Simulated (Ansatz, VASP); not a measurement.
## One calculation of SiO2, two programs

The input INCAR:

```
SYSTEM = SiO2
PREC     = Accurate       ! precision mode
ENCUT    = 520            ! plane-wave cutoff, eV
EDIFF    = 1E-6           ! SCF threshold, eV
ISMEAR   = -1             ! smearing method
SIGMA    = 0.03           ! smearing width, eV
LREAL    = .FALSE.        ! projectors in reciprocal space
LASPH    = .TRUE.         ! aspherical terms in the spheres
NELM     = 60             ! most SCF steps
ALGO     = Normal         ! electronic algorithm
ISIF     = 2              ! what is computed and relaxed
LWAVE    = .FALSE.        ! write WAVECAR
LCHARG   = .TRUE.         ! write CHGCAR
GGA      = PE             ! functional
LELF     = .TRUE.         ! ELF
LVHAR    = .TRUE.       
NBANDS   = 25             ! bands
```

File KPOINTS:

```
Automatic mesh
0
G
  7 7 7
  0 0 0
```

The input POSCAR:

```
SiO2
1.0
   -2.3740500000      2.3740500000      3.7065600000
    2.3740500000     -2.3740500000      3.7065600000
    2.3740500000      2.3740500000     -3.7065600000
Si O
2 4
Direct
    0.0000000000      0.0000000000      0.0000000000
    0.7500000000      0.2500000000      0.5000000000
    0.9983800000      0.6250000000      0.8733800000
    0.3750000000      0.2483800000      0.3733800000
    0.7516200000      0.1250000000      0.1266200000
    0.8750000000      0.0016200000      0.6266200000
```

Input for Ansatz:

```yaml
crystal:
  lattice:
    - [-2.37405, 2.37405, 3.70656]
    - [2.37405, -2.37405, 3.70656]
    - [2.37405, 2.37405, -3.70656]
  atoms:
    - { symbol: Si, position: [0.0, 0.0, 0.0] }
    - { symbol: Si, position: [0.75, 0.25, 0.5] }
    - { symbol: O, position: [0.99838, 0.625, 0.87338] }
    - { symbol: O, position: [0.375, 0.24838, 0.37338] }
    - { symbol: O, position: [0.75162, 0.125, 0.12662] }
    - { symbol: O, position: [0.875, 0.00162, 0.62662] }
kpoints:
  mp_grid: { grid: [7, 7, 7] }
  band_path:
    path:
      - [0.0, 0.0, 0.0]
      - [0.0, 0.0, 0.5]
      - [0.25, 0.25, 0.25]
      - [0.0, 0.5, 0.0]
      - [0.0, 0.0, 0.0]
      - [0.5, 0.5, -0.5]
      - [0.3525599173, 0.6474400827, -0.3525599173]
      - [-0.3525599173, 0.3525599173, 0.3525599173]
      - [0.0, 0.0, 0.0]
    npoints: 5
scf:
  occupations: { method: fermi_dirac, width: 0.03 }
hamiltonian:
  xc: pbe
  pseudopotentials: { kind: all_electron, lapw: { basis_error: 0.001 } }
output:
  forces: true
  stress: true
  eigenvalues: true
```

Change from the starting cell: zz strain of -1 %.

Alike in both runs: task single point; functional PBE; k mesh 7 × 7 × 7; occupations fermi-dirac, width 0.03 eV; no spin polarisation.

|  | VASP | Ansatz |
| --- | --- | --- |
| version | VASP 6.6.1 | Ansatz 0.2.0 |
| potentials or method | VASP PAW PBE potentials, release 64 (Si, O), cutoff 520 eV | all-electron LAPW, scalar-relativistic |

Ansatz gave:

* gap on the k mesh at the Fermi level (eV): 6.13
* pressure (GPa): 5.3
* traceless stress, the component that is largest in VASP (GPa): -0.92
* rms of the force components (eV/Å): 0.117

What did VASP give for the same quantities?

gap on the k mesh at the Fermi level (eV): 6.13; pressure (GPa): 5.5; traceless stress, the component that is largest in VASP (GPa): -0.86; rms of the force components (eV/Å): 0.119.

Atom by atom the forces differ by 0.002 eV/Å (rms over components). Ansatz ran all-electron here, and VASP with PAW potentials.
